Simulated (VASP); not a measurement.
Input of a VASP 6.6.1 run:

File INCAR:

```
  PREC = Accurate
  ENCUT = 520
  EDIFF = 1E-6
  ISMEAR = 0
  SIGMA = 0.05
  LREAL = Auto
  LASPH = True
  NELM = 80
  ALGO = Normal
  ISIF = 2
  LWAVE = False
  LCHARG = False
  LDIPOL = True
  IDIPOL = 3
  DIPOL = 0.5 0.5 0.313
  GGA = PE
  IVDW = 12
  NBANDS = 52
```

File KPOINTS:

```
regular mesh
0
Gamma
  6 6 1
```

File POSCAR:

```
C17O
1.0
    4.9298867130      0.0000000000      0.0000000000
   -0.0081547558      4.4132984516      0.0000000000
    0.0000000000      0.0000000000     23.6650337471
C O
17 1
Direct
    0.3745684085      0.7405378974      0.1690257467
    0.8745684085      0.7405378974      0.1690257467
    0.1243974091      0.6365956441      0.1920114160
    0.6243974091      0.6365956441      0.1920114160
    0.1240513173      0.4291046681      0.2380452569
    0.6240513173      0.4291046681      0.2380452569
    0.3738803179      0.3251624149      0.2610309261
    0.8738803179      0.3251624149      0.2610309261
    0.3735338584      0.1126520408      0.3070664644
    0.8735338584      0.1126520408      0.3070664644
    0.1233638388      0.0072945126      0.3289983678
    0.6233638388      0.0072945126      0.3289983678
    0.1229920122      0.7810454900      0.3748118563
    0.6229920122      0.7810454900      0.3748118563
    0.3728273188      0.6826774530      0.3936201337
    0.8728273188      0.6826774530      0.3936201337
    0.6228273188      0.6826774530      0.5774356332
    0.6228273188      0.6826774530      0.5288407310
```

Potentials or basis: VASP PAW PBE potentials, release 64 (C, O).

Launch:

```sh
$ cat potpaw_PBE.64/C/POTCAR potpaw_PBE.64/O/POTCAR > POTCAR
$ mpirun -np 1 vasp_std > vasp.out
```

Estimate the band gap on the k mesh.

zero (bands 37 and 38 overlap by 0.04 eV).

What does it give for the dispersion energy per atom?

-0.108 eV.

Forces on the atoms (eV/Å):
```
C   -0.005 -1.162  1.522
C    0.005 -1.162  1.522
C   -0.003  1.855 -2.295
C   -0.003  1.864 -2.303
C    0.003 -0.844  0.994
C    0.003 -0.846  0.993
C    0.001  0.160 -0.217
C   -0.001  0.160 -0.217
C   -0.012 -0.029  0.009
C    0.016 -0.029  0.009
C    0.002  0.047 -0.046
C    0.002  0.025 -0.029
C   -0.009  0.020 -0.006
C   -0.009 -0.070  0.099
C   -0.045  0.005 -0.001
C    0.052  0.005 -0.001
C    0.004 -0.002 -0.736
O    0.000  0.004  0.702
```
